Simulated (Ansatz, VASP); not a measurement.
One calculation of TiSi63, two programs

```xyz
64
Lattice="6.6509 6.6509 3.8448 -9.9763 3.3254 1.9224 3.3254 -9.9763 9.6119" Properties=species:S:1:pos:R:3 pbc="T T T"
Ti   -5.5642   -5.4860   11.6140
Si   -2.1424   -2.1406    9.5951
Si   -5.4949    1.1935    3.8536
Si    1.1888    1.1783    7.6812
Si    4.5611    4.5532    5.7387
Si    1.1922   -5.4936   11.5106
Si    4.4821   -2.1391    9.5785
Si   -2.1399   -2.1378    5.7490
Si    1.1999    1.2122    3.8578
Si    1.1988   -5.4810    7.6720
Si   -2.1250    4.4816    9.6116
Si   -2.0819   -2.0990   13.4683
Si    1.1767    1.1696   11.4988
Si   -5.4729    1.2054    7.6730
Si   -2.0984    4.5052    5.7591
Si    4.5021   -2.1000   13.4596
Si   -4.5820    2.1799    1.9689
Si    2.1576   -4.5539    9.6185
Si    5.4452   -1.1794    7.6920
Si   -1.1868   -1.1751    3.8614
Si    2.2135    2.2243    2.0456
Si    2.1427   -4.5220    5.7727
Si   -1.1617    5.4165    7.7198
Si   -1.1875   -1.1989   11.5305
Si    2.1367    2.1306    9.6083
Si   -4.5221    2.1535    5.7756
Si   -1.1553    5.4101    3.8263
Si   -4.5073   -4.5018    9.5636
Si   -1.1984   -1.1953    7.6870
Si    5.3913   -1.1678   11.5167
Si    2.1612    2.1585    5.8065
Si    5.5350    5.5271    3.8415
Si    1.9350   -8.7489    9.6031
Si   -4.5127   -2.1203    9.5905
Si   -1.1920    1.1843    7.6851
Si   -7.8649    1.1381    3.8757
Si   -1.1900   -5.4277   11.5383
Si   -4.5139   -2.1363    5.7629
Si    2.1786    4.5403    5.7637
Si    2.1111   -2.1719    9.5889
Si    5.4721    1.2012    7.6835
Si   -1.1860    1.1983    3.8444
Si    5.5224   -5.3923   11.5622
Si   -1.1814   -5.4464    7.6771
Si    2.1264   -2.1403    5.7574
Si   -1.2018    1.1728   11.5244
Si   -4.4776    4.5317    5.7754
Si    2.1288   -2.1937   13.4076
Si   -2.1325   -4.5159    9.5984
Si    1.1785   -1.2035    7.6823
Si    4.5471    2.1679    5.7671
Si   -2.2178    2.1141    1.9594
Si    4.5372   -4.5229    9.6162
Si    1.1851   -1.1761    3.8489
Si   -2.0840    8.6490    5.7484
Si   -2.1516    2.1076    9.6115
Si    1.2129    5.4653    7.6902
Si   -5.4056    5.5104    3.8733
Si    1.1871   -1.2094   11.5127
Si   -5.4581   -1.1746    7.6794
Si   -2.1404    2.1297    5.7699
Si    4.5191    2.1401    9.6069
Si    1.2237    5.5010    3.8598
Si    7.7639   -1.2025   11.4883
```

Alike in both runs: task single point; functional PBE; k mesh 1 × 1 × 1; occupations gaussian, width 0.05 eV; collinear spin.

|  | VASP | Ansatz |
| --- | --- | --- |
| version | VASP 6.6.1 | Ansatz 0.2.0 |
| potentials or method | VASP PAW PBE potentials, release 64 (Ti_sv, Si), cutoff 520 eV | scalar-relativistic, plane waves, PAW |
| valence electrons in the cell | 264 | 264 |

|  | VASP | Ansatz | Ansatz less VASP |
| --- | --- | --- | --- |
| gap on the k mesh at the Fermi level (eV) | 0.96 | 0.96 | +0.001 |
| rms of the force components (eV/Å) | 0.008 | 0.008 | +0.0001 |
| net moment per atom (μB) | 0.00 | 0.00 | 0.000 |

Atom by atom the forces differ by 0.002 eV/Å (rms over components). The functional is the same, so the differences come from potentials, cutoffs and numerics.
